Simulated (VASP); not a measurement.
# LaHg2 (P6/mmm) in VASP: notebook

The runs below take LaHg2 through electric field gradients, with LDA.

Program: VASP 6.6.1. These are calculated values, not measurements. Logs are shortened: lines on timing, memory, paths and dates and some standing lists are left out, and cuts for length are marked.

**1. The cell of the first run**

The structure is hexagonal, space group P6/mmm (No. 191). The conventional cell has a = 4.958 Å, b = 4.958 Å, c = 3.640 Å, α = 90.00°, β = 90.00°, γ = 120.00°. Within 4.5 Å of La (site symmetry 6/mmm) lie 12 Hg at 3.39 Å and 2 La at 3.64 Å. Within 3.8 Å of Hg (site symmetry -6m2) lie 5 Hg at 2.86 to 3.64 Å and 6 La at 3.39 Å.

**2. Electric field gradients, LDA**

INCAR

```
PREC = Accurate ; ENCUT = 410
EDIFF = 1E-8 ; ISMEAR = -1
SIGMA = 0.08 ; LREAL = False
LASPH = True ; NELM = 200
ALGO = Normal ; ISIF = 2
LWAVE = False ; LCHARG = False
GGA = CA ; LEFG = True
NBANDS = 32 ; GGA_COMPAT = False
LMAXMIX = 6
```

KPOINTS

```
regular mesh
0
Gamma
  8 8 9
```

POSCAR

```
LaHg2
1.0
    4.9579982887      0.0000000000      0.0000000000
   -2.4789991444      4.2937524700      0.0000000000
    0.0000000000      0.0000000000      3.6400000000
La Hg
1 2
Direct
    0.0000000000      0.0000000000      0.0000000000
    0.3333333333      0.6666666667      0.5000000000
    0.6666666667      0.3333333333      0.5000000000
```

Potentials or basis: VASP PAW LDA potentials, release 64 (La, Hg_sv_GW).

On the command line:

```console
> cat potpaw_LDA.64/La/POTCAR potpaw_LDA.64/Hg_sv_GW/POTCAR > POTCAR
> mpirun -np 1 vasp_std > vasp.out
```

OUTCAR:

```text
PREC = Accurate
   ENCUT = 410
   EDIFF = 1E-8
   ISMEAR = -1
   LREAL = False
   LASPH = True
   NELM = 200
   ISIF = 2
   GGA = CA

 ion  position               nearest neighbor table
   1  0.000  0.000  0.000-   2 3.39   3 3.39   2 3.39   3 3.39   3 3.39   3 3.39   2 3.39   2 3.39
                             3 3.39   3 3.39   2 3.39   2 3.39
   2  0.333  0.667  0.500-   3 2.86   3 2.86   3 2.86   1 3.39   1 3.39   1 3.39   1 3.39   1 3.39
                             1 3.39
   3  0.667  0.333  0.500-   2 2.86   2 2.86   2 2.86   1 3.39   1 3.39   1 3.39   1 3.39   1 3.39
                             1 3.39

  LATTYP: Found a hexagonal cell.
 ALAT       =     4.9579982887
 C/A-ratio  =     0.7341672562

  Lattice vectors:

 A1 = (   4.9579982887,   0.0000000000,   0.0000000000)
 A2 = (  -2.4789991444,   4.2937524700,   0.0000000000)
 A3 = (   0.0000000000,   0.0000000000,   3.6400000000)

Analysis of symmetry for initial positions (statically):
=====================================================================
 Subroutine PRICEL returns:
 Original cell was already a primitive cell.

 Routine SETGRP: Setting up the symmetry group for a
 hexagonal supercell.

 Subroutine GETGRP returns: Found 24 space group operations
 (whereof 24 operations were pure point group operations)
 out of a pool of 24 trial point group operations.

The static configuration has the point symmetry D_6h.

Analysis of symmetry for dynamics (positions and initial velocities):
=====================================================================
 Subroutine PRICEL returns:
 Original cell was already a primitive cell.

 Routine SETGRP: Setting up the symmetry group for a
 hexagonal supercell.

 Subroutine GETGRP returns: Found 24 space group operations
 (whereof 24 operations were pure point group operations)
 out of a pool of 24 trial point group operations.

The dynamic configuration has the point symmetry D_6h.

 Subroutine INISYM returns: Found 24 space group operations
 (whereof 24 operations are pure point group operations),
 and found     1 'primitive' translations

----------------------------------------------------------------------------------------

                                     Primitive cell

  volume of cell :      77.4898

  direct lattice vectors                    reciprocal lattice vectors
     4.957998289  0.000000000  0.000000000     0.201694301  0.116448259  0.000000000
    -2.478999144  4.293752470  0.000000000     0.000000000  0.232896518  0.000000000
     0.000000000  0.000000000  3.640000000     0.000000000  0.000000000  0.274725275

  length of vectors
     4.957998289  4.957998289  3.640000000     0.232896518  0.232896518  0.274725275

  position of ions in fractional coordinates (direct lattice)
     0.000000000  0.000000000  0.000000000
     0.333333333  0.666666667  0.500000000
     0.666666667  0.333333333  0.500000000

  ion indices of the primitive-cell ions
   primitive index   ion index
                 1           1
                 2           2
                 3           3

----------------------------------------------------------------------------------------

 KPOINTS: regular mesh

Automatic generation of k-mesh.
 Grid dimensions read from file:
 generate k-points for:    8    8    9

 Generating k-lattice:

  Cartesian coordinates                     Fractional coordinates (reciprocal lattice)
     0.025211788  0.014556032  0.000000000     0.125000000  0.000000000  0.000000000
     0.000000000  0.029112065  0.000000000     0.000000000  0.125000000  0.000000000
     0.000000000  0.000000000  0.030525031     0.000000000  0.000000000  0.111111111

  Length of vectors
     0.029112065  0.029112065  0.030525031

  Shift w.r.t. Gamma in fractional coordinates (k-lattice)
     0.000000000  0.000000000  0.000000000

 Subroutine IBZKPT returns following result:
 ===========================================

 Found     50 irreducible k-points:

 Following reciprocal coordinates:
            Coordinates               Weight
  0.000000  0.000000  0.000000      1.000000
  0.125000  0.000000  0.000000      6.000000
  0.250000  0.000000  0.000000      6.000000
  0.375000  0.000000  0.000000      6.000000
  0.500000  0.000000  0.000000      3.000000
  0.125000  0.125000  0.000000      6.000000
[... 16 lines left out ...]
  0.250000  0.000000  0.222222     12.000000
  0.375000  0.000000  0.222222     12.000000
 [... further k-points ...]
   k-points           NKPTS =     50   k-points in BZ     NKDIM =     50   number of bands    NBANDS=     32
   number of dos      NEDOS =    301   number of ions     NIONS =      3
   total plane-waves  NPLWV =  31104
   dimension x,y,z NGX =    36 NGY =   36 NGZ =   24
   dimension x,y,z NGXF=    72 NGYF=   72 NGZF=   48
   ions per type =               1   2
   NGX,Y,Z   is equivalent  to a cutoff of  12.07, 12.07, 10.96 a.u.
   NGXF,Y,Z  is equivalent  to a cutoff of  24.14, 24.14, 21.92 a.u.
 SYSTEM =  unknown system
   PREC   = accura    normal or accurate (medium, high low for compatibility)
   ISTART =      0    job   : 0-new  1-cont  2-samecut
   ICHARG =      2    charge: 1-file 2-atom 10-const
   ISPIN  =      1    spin polarized calculation?
   LNONCOLLINEAR =      F non collinear calculations
   LSORBIT =      F    spin-orbit coupling
   LASPH  =      T    aspherical Exc in radial PAW
   ENCUT  =  410.0 eV  30.13 Ry    5.49 a.u.   8.19  8.19  6.01*2*pi/ulx,y,z
   NELM   =    200;   NELMIN=  2; NELMDL= -5     # of ELM steps
   EDIFF  = 0.1E-07   stopping-criterion for ELM
   LREAL  =      F    real-space projection
   EDIFFG = 0.1E-06   stopping-criterion for IOM
   NSW    =      0    number of steps for IOM
   IBRION =     -1    ionic relax: 0-MD 1-quasi-New 2-CG
   NFREE  =      0    steps in history (QN), initial steepest desc. (CG)
   ISIF   =      2    stress and relaxation
   ISYM   =      2    0-nonsym 1-usesym 2-fastsym
   POTIM  = 0.5000    time-step for ionic-motion
   TEBEG  =    0.0;   TEEND  =   0.0 temperature during run
   PSTRESS=    0.0 pullay stress
   NELECT =      51.0000    total number of electrons
   NUPDOWN=      -1.0000    fix difference up-down
   EMIN   =  10.00;   EMAX   =-10.00  energy-range for DOS
   EFERMI =   0.00;   METHOD = LEGACY
   ISMEAR =    -1;   SIGMA  =   0.08  broadening in eV -4-tet -1-fermi 0-gaus
   EFERMI_NEDOS =   21; number of points for ismear=-14 and -15
   IALGO  =     38    algorithm
   IMIX   =      4    mixing-type and parameters
     AMIX     =   0.40;   BMIX     =  1.00
     AMIX_MAG =   1.60;   BMIX_MAG =  1.00
  volume/ion in A,a.u.               =      25.83       174.31
  Fermi-wavevector in a.u.,A,eV,Ry     =   1.424022  2.691011 27.590412  2.027838
  Thomas-Fermi vector in A             =   2.544557
   LORBIT       =      0    0 simple, 1 ext, 2 COOP (PROOUT), +10 PAW based schemes
   GGA     = CA    functional components
   LHFCALC =     F    Hartree Fock is set to
   AEXX    =    0.0000 exact exchange contribution
   IVDW    =     0    specifies the selected vdW correction
   LEPSILON=     F    determine dielectric tensor
   LRPA    =     F    only Hartree local field effects (RPA)
 non-spin polarized calculation
  energy-cutoff  :      410.00
  volume of cell :       77.49
 maximum number of plane-waves:      1482
 NGX is ok and might be reduce to    36
   NGX = 17   NGY = 17   NGZ = 13

 number of electron      51.0000011 magnetization

 Free energy of the ion-electron system (eV)
  ---------------------------------------------------
  ext. energy  EPLUGINS =         0.00000000
  ---------------------------------------------------
  free energy    TOTEN  =        -9.34214101 eV

  energy without entropy =       -9.28879222  energy(sigma->0) =       -9.31546661

 E-fermi :   7.7133     XC(G=0): -11.2743

 val. band max:        7.6915427650   @ k =   0.1250   0.0000   0.3333
 cond. band min:       7.7318819437   @ k =   0.2500   0.1250   0.3333
 fundamental gap:      0.0403391787
 Fermi energy:         7.7132510524

 k-point     1 :       0.0000    0.0000    0.0000
  band No.  band energies     occupation
      1    -107.3253      2.00000
      2    -107.3198      2.00000
      3     -55.9655      2.00000
      4     -55.9655      2.00000
      5     -55.9220      2.00000
      6     -55.9103      2.00000
[... 829 lines left out ...]
     31       9.3194      0.00000
     32       9.3596      0.00000

 [... further k-points ...]

------------------------ aborting loop because EDIFF is reached ----------------------------------------

  FORCE on cell =-STRESS in cart. coord.  units (eV):
  Direction    XX          YY          ZZ          XY          YZ          ZX
  --------------------------------------------------------------------------------------
  -------------------------------------------------------------------------------------
  Total       -2.0855136     -2.0855136     -2.5963502      0.0000000     -0.0000000      0.0000000
  in kB      -43.1200104    -43.1200104    -53.6820491      0.0000000     -0.0000000      0.0000000
  external PRESSURE =     -46.6406900 kB  Pullay stress =       0.0000000 kB

 VOLUME and BASIS-vectors are now :
 -----------------------------------------------------------------------------
  energy-cutoff  :      410.00
  volume of cell :       77.49
      direct lattice vectors                 reciprocal lattice vectors
     4.957998289  0.000000000  0.000000000     0.201694301  0.116448259  0.000000000
    -2.478999144  4.293752470  0.000000000     0.000000000  0.232896518  0.000000000
     0.000000000  0.000000000  3.640000000     0.000000000  0.000000000  0.274725275

 POSITION                                       TOTAL-FORCE (eV/Angst)
 -----------------------------------------------------------------------------------
      0.00000      0.00000      0.00000        -0.000000      0.000000     -0.000000
     -0.00000      2.86250      1.82000         0.000000      0.000000      0.000000
      2.47900      1.43125      1.82000        -0.000000     -0.000000     -0.000000
 -----------------------------------------------------------------------------------
    total drift:                                0.000000      0.000000     -0.000000

  FREE ENERGIE OF THE ION-ELECTRON SYSTEM (eV)
  ---------------------------------------------------
  free  energy   TOTEN  =        -9.3421410095 eV

  energy  without entropy=       -9.2887922202  energy(sigma->0) =       -9.31546661

 Electric field gradients (V/A^2)
---------------------------------------------------------------------
 ion       V_xx      V_yy      V_zz      V_xy      V_xz      V_yz
---------------------------------------------------------------------
   1     -36.834   -36.833    73.668     0.001    -0.000     0.000
   2    -148.375  -148.380   296.755    -0.005     0.000     0.000
   3    -148.375  -148.380   296.755    -0.005     0.000     0.000
---------------------------------------------------------------------

 Electric field gradients after diagonalization (V/A^2)
 (convention: |V_zz| > |V_xx| > |V_yy|)
----------------------------------------------------------------------
 ion       V_xx      V_yy      V_zz     asymmetry (V_yy - V_xx)/ V_zz
----------------------------------------------------------------------
   1     -36.834   -36.833    73.668       0.000
   2    -148.383  -148.372   296.755       0.000
   3    -148.383  -148.372   296.755       0.000
----------------------------------------------------------------------

           NMR quadrupolar parameters

 Cq : quadrupolar parameter    Cq=e*Q*V_zz/h
 eta: asymmetry parameters     (V_yy - V_xx)/ V_zz
 Q  : nuclear electric quadrupole moment in mb (millibarn)
----------------------------------------------------------------------
 ion       Cq(MHz)       eta       Q (mb)
----------------------------------------------------------------------
   1       0.178       0.000       1.000
   2       0.718       0.000       1.000
   3       0.718       0.000       1.000
----------------------------------------------------------------------
```

Wall time 58 s (1 thread of Intel Xeon Platinum 8488C (Sapphire Rapids), shared host); peak memory 0.24 GiB.

What came out:

```
Free energy                             : -9.3421 eV
Pressure                                : -4.7 GPa
Band gap on the k mesh                  : zero (an odd number of electrons rules out a gap without spin polarisation)
Largest electric field gradient by atom : La +73.7; Hg +296.8 V/Å²
```

Stress tensor (GPa, compression positive):
```
-4.31  0.00  0.00
 0.00 -4.31  0.00
 0.00  0.00 -5.37
```

Electric field gradients, principal values (V/Å²):
```tsv
atom	least	middle	greatest (by size)
1 La	-36.833	-36.834	73.668
2 Hg	-148.372	-148.383	296.755
3 Hg	-148.372	-148.383	296.755
```

Caveat: the cell stands under tension; without QUAD_EFG the Cq values of the log hold for a quadrupole moment of 1 mb, not for the nuclei; spin-orbit coupling is left out, which moves the levels of the heavy elements.

**3. Electric field gradients, LDA (25.31 Å³/atom)**

This run uses another cell than the first one, of 25.31 Å³/atom.

INCAR

```
PREC = Accurate
ENCUT = 410
EDIFF = 1E-8
ISMEAR = -1
SIGMA = 0.08
LREAL = False
LASPH = True
NELM = 200
ALGO = Normal
ISIF = 2
LWAVE = False
LCHARG = False
LEFG = True
NBANDS = 32
GGA_COMPAT = False
LMAXMIX = 6
```

KPOINTS is that of step 2.

POSCAR

```
LaHg2
1.0
    4.9247221298      0.0000000000      0.0000000000
   -2.4623610649      4.2649344710      0.0000000000
    0.0000000000      0.0000000000      3.6155697337
La Hg
1 2
Direct
    0.0000000000      0.0000000000      0.0000000000
    0.3333333333      0.6666666667      0.5000000000
    0.6666666667      0.3333333333      0.5000000000
```

Potentials or basis: VASP PAW LDA potentials, release 64 (La, Hg_sv_GW).

On the command line:

```console
> cat potpaw_LDA.64/La/POTCAR potpaw_LDA.64/Hg_sv_GW/POTCAR > POTCAR
> mpirun -np 1 vasp_std > vasp.out
```

OUTCAR:

```text
PREC = Accurate
   ENCUT = 410
   EDIFF = 1E-8
   ISMEAR = -1
   LREAL = False
   LASPH = True
   NELM = 200
   ISIF = 2

 ion  position               nearest neighbor table
   1  0.000  0.000  0.000-   2 3.37   3 3.37   2 3.37   3 3.37   3 3.37   3 3.37   2 3.37   2 3.37
                             3 3.37   3 3.37   2 3.37   2 3.37
   2  0.333  0.667  0.500-   3 2.84   3 2.84   3 2.84   1 3.37   1 3.37   1 3.37   1 3.37   1 3.37
                             1 3.37
   3  0.667  0.333  0.500-   2 2.84   2 2.84   2 2.84   1 3.37   1 3.37   1 3.37   1 3.37   1 3.37
                             1 3.37

  LATTYP: Found a hexagonal cell.
 ALAT       =     4.9247221298
 C/A-ratio  =     0.7341672562

  Lattice vectors:

 A1 = (   4.9247221298,   0.0000000000,   0.0000000000)
 A2 = (  -2.4623610649,   4.2649344710,   0.0000000000)
 A3 = (   0.0000000000,   0.0000000000,   3.6155697337)

Analysis of symmetry for initial positions (statically):
[... 1041 lines left out ...]
     0.000000000  0.000000000  3.615569734     0.000000000  0.000000000  0.276581583

 POSITION                                       TOTAL-FORCE (eV/Angst)
 -----------------------------------------------------------------------------------
      0.00000      0.00000      0.00000        -0.000000      0.000000     -0.000000
     -0.00000      2.84329      1.80778        -0.000000     -0.000000      0.000000
      2.46236      1.42164      1.80778         0.000000      0.000000     -0.000000
 -----------------------------------------------------------------------------------
    total drift:                                0.000000      0.000000     -0.000000

  FREE ENERGIE OF THE ION-ELECTRON SYSTEM (eV)
  ---------------------------------------------------
  free  energy   TOTEN  =        -9.3625914556 eV

  energy  without entropy=       -9.3097137665  energy(sigma->0) =       -9.33615261

 Electric field gradients (V/A^2)
---------------------------------------------------------------------
 ion       V_xx      V_yy      V_zz      V_xy      V_xz      V_yz
---------------------------------------------------------------------
   1     -40.856   -40.855    81.711     0.000    -0.000     0.000
   2    -152.256  -152.261   304.517    -0.004     0.000     0.000
   3    -152.256  -152.261   304.517    -0.004     0.000     0.000
---------------------------------------------------------------------

 Electric field gradients after diagonalization (V/A^2)
 (convention: |V_zz| > |V_xx| > |V_yy|)
----------------------------------------------------------------------
 ion       V_xx      V_yy      V_zz     asymmetry (V_yy - V_xx)/ V_zz
----------------------------------------------------------------------
   1     -40.856   -40.855    81.711       0.000
   2    -152.263  -152.254   304.517       0.000
   3    -152.263  -152.254   304.517       0.000
----------------------------------------------------------------------

           NMR quadrupolar parameters

 Cq : quadrupolar parameter    Cq=e*Q*V_zz/h
 eta: asymmetry parameters     (V_yy - V_xx)/ V_zz
 Q  : nuclear electric quadrupole moment in mb (millibarn)
----------------------------------------------------------------------
 ion       Cq(MHz)       eta       Q (mb)
----------------------------------------------------------------------
   1       0.198       0.000       1.000
   2       0.736       0.000       1.000
   3       0.736       0.000       1.000
----------------------------------------------------------------------
```

Run time: 40 s. Hardware: 1 thread of Intel Xeon 6975P-C (Granite Rapids), shared host; peak memory 0.23 GiB.

What came out:

| Item | Value |
| --- | --- |
| Free energy | -9.3626 eV |
| Pressure | -3.4 GPa |
| Band gap on the k mesh | zero (an odd number of electrons rules out a gap without spin polarisation) |
| Largest electric field gradient by atom | La +81.7; Hg +304.5 V/Å² |

Stress tensor (GPa, compression positive):
```
-2.81  0.00  0.00
 0.00 -2.81  0.00
 0.00  0.00 -4.55
```

Electric field gradients, principal values (V/Å²):
```csv
atom,least,middle,greatest (by size)
1 La,-40.855,-40.856,81.711
2 Hg,-152.254,-152.263,304.517
3 Hg,-152.254,-152.263,304.517
```

Caveat: the cell stands under tension; without QUAD_EFG the Cq values of the log hold for a quadrupole moment of 1 mb, not for the nuclei; spin-orbit coupling is left out, which moves the levels of the heavy elements.

The gap in the log of VASP goes by the Fermi energy; the results here count the filled bands.